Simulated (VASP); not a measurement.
# Mg2C: single point with PBE

Crystal: Mg2C.

```
C Mg
1.0
     0.00000    2.71094    2.71094
     2.71094    0.00000    2.71094
     2.71094    2.71094    0.00000
C Mg
1 2
Direct
  0.00000 0.00000 0.00000
  0.25000 0.25000 0.25000
  0.75000 0.75000 0.75000
```

```json
{
 "Program": "VASP 6.6.1",
 "Task": "single point",
 "Functional": "PBE",
 "Potentials or basis": "VASP PAW PBE potentials, release 64 (C, Mg)",
 "Cutoff": "520 eV",
 "k mesh": "6 × 6 × 6",
 "Occupations": "gaussian, width 0.01 eV",
 "Spin": "no spin polarisation"
}
```

| Property | Result |
| --- | --- |
| Pressure | 1.8 GPa |
| Band gap on the k mesh | 0.73 eV, indirect (least direct gap 1.49 eV) |

Levels at points of the mesh, in eV from the valence-band top:
| k point | band 1 | band 2 | band 3 | band 4 | band 5 | band 6 | band 7 | band 8 |
| --- | --- | --- | --- | --- | --- | --- | --- | --- |
| (0.00, 0.00, 0.00) | -10.70 | 0.00 | 0.00 | 0.00 | 1.49 | 6.61 | 6.61 | 6.61 |
| (0.50, 0.00, 0.00) | -9.16 | -4.75 | -0.42 | -0.42 | 3.45 | 5.62 | 5.62 | 5.90 |
| (0.50, 0.50, 0.00) | -8.68 | -4.04 | -1.53 | -1.53 | 0.73 | 4.12 | 9.00 | 9.36 |

Run time: 14 s on 1 thread of Intel(R) Xeon(R) Platinum 8259CL CPU @ 2.50GHz (Skylake/Cascade Lake), with other jobs on the host, peak memory 0.16 GiB.

A k mesh can miss the band edges. Expect the measured gap to be larger: semilocal functionals such as PBE lack the derivative discontinuity.
